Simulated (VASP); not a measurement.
# SiC (F-43m) in VASP: vibrations by perturbation theory with PBE

Aim: the vibrations by perturbation theory of SiC with PBE.

Program: VASP 6.6.1. These are calculated values, not measurements. Logs are shortened: lines on timing, memory, paths and dates and some standing lists are left out, and cuts for length are marked.

### 1 The cell of the first run

Symmetry: F-43m, No. 216, cubic system. Conventional cell: a = 4.380 Å, b = 4.380 Å, c = 4.380 Å, α = 90.00°, β = 90.00°, γ = 90.00°. Within 2.5 Å of Si (site symmetry -43m) lie 4 C at 1.90 Å. C (site symmetry -43m) has 4 Si at 1.90 Å within 2.5 Å.

### 2 Vibrations by perturbation theory, PBE

Input file INCAR:

```
PREC     = Accurate       # precision mode
ENCUT    = 520            # plane-wave cutoff, eV
EDIFF    = 1E-8           # SCF threshold, eV
ISMEAR   = 0              # smearing method
SIGMA    = 0.01           # smearing width, eV
LREAL    = False          # projectors in reciprocal space
LASPH    = True           # aspherical terms in the spheres
NELM     = 80             # most SCF steps
ALGO     = Normal         # electronic algorithm
ISIF     = 2              # what is computed and relaxed
LWAVE    = False          # write WAVECAR
LCHARG   = False          # write CHGCAR
GGA      = PE             # functional
IBRION   = 8              # ionic algorithm
NSW      = 1              # ionic steps
LEPSILON = True           # dielectric tensor by DFPT
```

Input file KPOINTS:

```
Automatic mesh
0
Gamma
  12 12 12
```

Input file POSCAR:

```
SiC
1.0
    0.0000000000      2.1898618285      2.1898618285
    2.1898618285      0.0000000000      2.1898618285
    2.1898618285      2.1898618285      0.0000000000
Si C
1 1
Direct
    0.5000000000      0.5000000000      0.5000000000
    0.2500000000      0.2500000000      0.2500000000
```

Potentials or basis: VASP PAW PBE potentials, release 64 (Si, C).

Run with:

```sh
> cat potpaw_PBE.64/Si/POTCAR potpaw_PBE.64/C/POTCAR > POTCAR
> mpirun -np 1 vasp_std > vasp.out
```

OUTCAR:

```text
PREC = Accurate
   ENCUT = 520
   EDIFF = 1E-8
   ISMEAR = 0
   LREAL = False
   LASPH = True
   NELM = 80
   ISIF = 2
   GGA = PE
   IBRION = 8
   NSW = 1
   LEPSILON = True

 ion  position               nearest neighbor table
   1  0.500  0.500  0.500-   2 1.90   2 1.90   2 1.90   2 1.90
   2  0.250  0.250  0.250-   1 1.90   1 1.90   1 1.90   1 1.90

  LATTYP: Found a face centered cubic cell.
 ALAT       =     4.3797236570

  Lattice vectors:

 A1 = (   0.0000000000,   2.1898618285,   2.1898618285)
 A2 = (   2.1898618285,   0.0000000000,   2.1898618285)
 A3 = (   2.1898618285,   2.1898618285,   0.0000000000)

Analysis of symmetry for initial positions (statically):
=====================================================================
 Subroutine PRICEL returns:
 Original cell was already a primitive cell.

 Routine SETGRP: Setting up the symmetry group for a
 face centered cubic supercell.

 Subroutine GETGRP returns: Found 24 space group operations
 (whereof 24 operations were pure point group operations)
 out of a pool of 48 trial point group operations.

The static configuration has the point symmetry T_d .

Analysis of symmetry for dynamics (positions and initial velocities):
=====================================================================
 Subroutine PRICEL returns:
 Original cell was already a primitive cell.

 Routine SETGRP: Setting up the symmetry group for a
 face centered cubic supercell.

 Subroutine GETGRP returns: Found 24 space group operations
 (whereof 24 operations were pure point group operations)
 out of a pool of 48 trial point group operations.

The dynamic configuration has the point symmetry T_d .

 Subroutine INISYM returns: Found 24 space group operations
 (whereof 24 operations are pure point group operations),
 and found     1 'primitive' translations

----------------------------------------------------------------------------------------

                                     Primitive cell

[... 495 lines left out ...]
 ------------------------------------------------------
           7.012581     0.000000    -0.000000
           0.000000     7.012581     0.000000
          -0.000000     0.000000     7.012581
 ------------------------------------------------------

 PIEZOELECTRIC TENSOR (including local field effects)  for field in x, y, z        (e  Angst)
          XX          YY          ZZ          XY          YZ          ZX
  --------------------------------------------------------------------------------
  x     0.00000    -0.00000    -0.00000     0.00000     1.29056     0.00000
  y     0.00000    -0.00000    -0.00000     0.00000     0.00000     1.29056
  z    -0.00000     0.00000     0.00000     1.29056     0.00000     0.00000

 PIEZOELECTRIC TENSOR (including local field effects)  for field in x, y, z        (C/m^2)
          XX          YY          ZZ          XY          YZ          ZX
  --------------------------------------------------------------------------------
  x     0.00000    -0.00000    -0.00000     0.00000     0.98448     0.00000
  y     0.00000    -0.00000    -0.00000     0.00000     0.00000     0.98448
  z    -0.00000     0.00000     0.00000     0.98448     0.00000     0.00000

 BORN EFFECTIVE CHARGES (including local field effects) (in |e|, cummulative output)
 ---------------------------------------------------------------------------------
 ion    1
    1     2.68416     0.00000     0.00000
    2     0.00000     2.68416     0.00000
    3    -0.00000     0.00000     2.68416
 ion    2
    1    -2.68416     0.00000     0.00000
    2    -0.00000    -2.68416     0.00000
    3     0.00000     0.00000    -2.68416

 INTERNAL STRAIN TENSOR FOR ION    2 for displacements in x,y,z  (eV/Angst):
          X           Y           Z          XY          YZ          ZX
  --------------------------------------------------------------------------------
  x     0.00000     0.00000     0.00000     0.00000     7.50196     0.00000
  y     0.00000    -0.00000     0.00000     0.00000     0.00000     7.50196
  z     0.00000     0.00000     0.00000     7.50196     0.00000     0.00000

 SECOND DERIVATIVES (NOT SYMMETRIZED)
 ------------------------------------
               1X          1Y          1Z          2X          2Y          2Z
  1X   -18.570998    0.000000    0.000000   18.570998    0.000000    0.000000
  1Y     0.000000  -18.570998    0.000000    0.000000   18.570998    0.000000
  1Z     0.000000    0.000000  -18.570998    0.000000    0.000000   18.570998
  2X    18.574183    0.000000    0.000000  -18.574183    0.000000    0.000000
  2Y     0.000000   18.574183    0.000000    0.000000  -18.574183    0.000000
  2Z     0.000000    0.000000   18.574183    0.000000    0.000000  -18.574183

 Eigenvectors and eigenvalues of the dynamical matrix
 ----------------------------------------------------

   1 f  =   23.228339 THz   145.947960 2PiTHz  774.813998 cm-1    96.064649 meV
             X         Y         Z           dx          dy          dz
      2.189862  2.189862  2.189862     0.547284    0.000000   -0.000000
      1.094931  1.094931  1.094931    -0.836947   -0.000000    0.000000
[... 21 lines left out ...]
   6 f/i=    0.000912 THz     0.005732 2PiTHz    0.030432 cm-1     0.003773 meV
             X         Y         Z           dx          dy          dz
      2.189862  2.189862  2.189862    -0.001063   -0.292786   -0.784063
      1.094931  1.094931  1.094931    -0.000695   -0.191454   -0.512704

--------------------------------------------------------------------------------------------------------

 MACROSCOPIC STATIC DIELECTRIC TENSOR IONIC CONTRIBUTION
 ------------------------------------------------------
           3.342184     0.000000    -0.000000
           0.000000     3.342184    -0.000000
          -0.000000    -0.000000     3.342184
 ------------------------------------------------------

 ELASTIC MODULI CONTR FROM IONIC RELAXATION (kBar)
 Direction    XX          YY          ZZ          XY          YZ          ZX
 --------------------------------------------------------------------------------
 XX          -0.0000      0.0000      0.0000      0.0000     -0.0000      0.0000
 YY           0.0000     -0.0000      0.0000      0.0000      0.0000     -0.0000
 ZZ           0.0000      0.0000     -0.0000     -0.0000      0.0000      0.0000
 XY           0.0000      0.0000     -0.0000   -210.9459      0.0000      0.0000
 YZ          -0.0000      0.0000      0.0000      0.0000   -210.9459      0.0000
 ZX           0.0000     -0.0000      0.0000      0.0000      0.0000   -210.9459
 --------------------------------------------------------------------------------

 PIEZOELECTRIC TENSOR IONIC CONTR  for field in x, y, z        (C/m^2)
          XX          YY          ZZ          XY          YZ          ZX
  --------------------------------------------------------------------------------
  x    -0.00000     0.00000     0.00000     0.00000    -0.79008     0.00000
  y    -0.00000    -0.00000     0.00000     0.00000    -0.00000    -0.79008
  z     0.00000     0.00000    -0.00000    -0.79008     0.00000     0.00000
```

OSZICAR:

```text
N       E                     dE             d eps       ncg     rms          rms(c)
DAV:   1     0.577932835062E+01    0.57793E+01   -0.43037E+03  1160   0.891E+02
DAV:   2    -0.165255595523E+02   -0.22305E+02   -0.21456E+02  1712   0.111E+02
DAV:   3    -0.168734998311E+02   -0.34794E+00   -0.34794E+00  1264   0.173E+01
DAV:   4    -0.168746553574E+02   -0.11555E-02   -0.11555E-02  1888   0.111E+00
[... 152 lines left out ...]
RMM:   7    -0.124586450810E+00    0.58316E-05   -0.24103E-08  7698   0.122E-03    0.111E-04
RMM:   8    -0.124587933698E+00   -0.14829E-05    0.17746E-08  7813   0.249E-04    0.347E-05
RMM:   9    -0.124587904039E+00    0.29659E-07    0.26324E-08  7980   0.881E-05    0.445E-06
RMM:  10    -0.124587889732E+00    0.14307E-07    0.92415E-09  8139   0.188E-05    0.324E-06
RMM:  11    -0.124587897176E+00   -0.74444E-08    0.40460E-08  7037   0.159E-05    0.512E-07
 Linear response finished
```

It took 4.2 min on 1 thread of Intel Xeon Platinum 8259CL at 2.50GHz (Skylake/Cascade Lake), shared host; peak memory 0.24 GiB.

Results:

| Quantity | Value |
| --- | --- |
| Electronic dielectric tensor (diagonal) | 7.01 |
| Born charges (mean of the diagonal) | Si +2.68; C -2.68 e |
| Highest phonon frequency at Γ, LO-TO splitting left out | 775 cm⁻¹ |

Phonon frequencies in cm⁻¹ (negative: imaginary):
| q point | frequencies |
| --- | --- |
| (0.000, 0.000, 0.000) | 0 0 0 775 775 775 |

Electronic dielectric tensor:
```
7.01 0.00 0.00
0.00 7.01 0.00
0.00 0.00 7.01
```

Born effective charge tensors (e):
atom 1, Si
```
2.68 0.00 0.00
0.00 2.68 0.00
0.00 0.00 2.68
```
atom 2, C
```
-2.68  0.00  0.00
 0.00 -2.68  0.00
 0.00  0.00 -2.68
```
